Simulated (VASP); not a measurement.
Wanted: the native input for a VASP 6.6.1 run.

```yaml
Task: relaxation of cell and atoms
Functional: RPBE
Potentials_or_basis: VASP PAW PBE potentials, release 64 (Co)
Cutoff: 600 eV
k_mesh: 12 × 12 × 7
Occupations: fermi-dirac, width 0.05 eV
Spin: collinear spin, ferromagnetic start
Starting_moments: "[2.0, 2.0] μB"
Dipole_correction: no
Further_INCAR_settings: ALGO = Normal; EDIFF = 1e-07; IBRION = 2; EDIFFG = -0.01; NSW = 60; ISIF = 3
```

The structure of Co lies in POSCAR:

```
Co
1.0
    2.4719999032      0.0000000000      0.0000000000
   -1.2359999516      2.1408147143      0.0000000000
    0.0000000000      0.0000000000      4.0211440800
Co
2
Direct
    0.6666666667      0.3333333333      0.7500000000
    0.3333333333      0.6666666667      0.2500000000
```

These files were run (other wordings do the same):

INCAR

```
SYSTEM = Co
  ALGO = Normal
  EDIFF = 1E-7
  EDIFFG = -0.01
  ENCUT = 600
  GGA = RP
  IBRION = 2
  ISIF = 3
  ISMEAR = -1
  ISPIN = 2
  LASPH = .True.
  LCHARG = .False.
  LMAXMIX = 4
  LORBIT = 11
  LREAL = .False.
  LWAVE = .False.
  MAGMOM = 2 2
  NELM = 150
  NSW = 60
  PREC = Accurate
  SIGMA = 0.05
```

KPOINTS

```
k-points
0
Gamma
  12 12 7
  0 0 0
```

Potentials or basis: VASP PAW PBE potentials, release 64 (Co).

Launch:

```sh
$ cat potpaw_PBE.64/Co/POTCAR > POTCAR
$ mpirun -np 1 vasp_std > vasp.out
```

It gave:

* Relaxed volume: 11.17 Å³/atom
* Relaxed cell: a = 2.519 Å, b = 2.519 Å, c = 4.062 Å, α = 90.00°, β = 90.00°, γ = 120.00°
* Space group after relaxing (to 0.05 Å): P6_3/mmc (No. 194)
* Energy gained by relaxing: 16.0 meV/atom
* Ionic steps: 8
* Pressure after relaxing: -0.1 GPa
* Net moment: 3.31 μB per cell
* Site moments: Co +1.68 μB
* Valence electrons inside the program's atomic spheres: Co 8.22

Caveat: the PAW data sets were made with another functional, which shifts forces and pressure a little.

Wall time 5 min on 1 thread of Intel Xeon 6975P-C, on a shared host, peak memory 0.19 GiB.
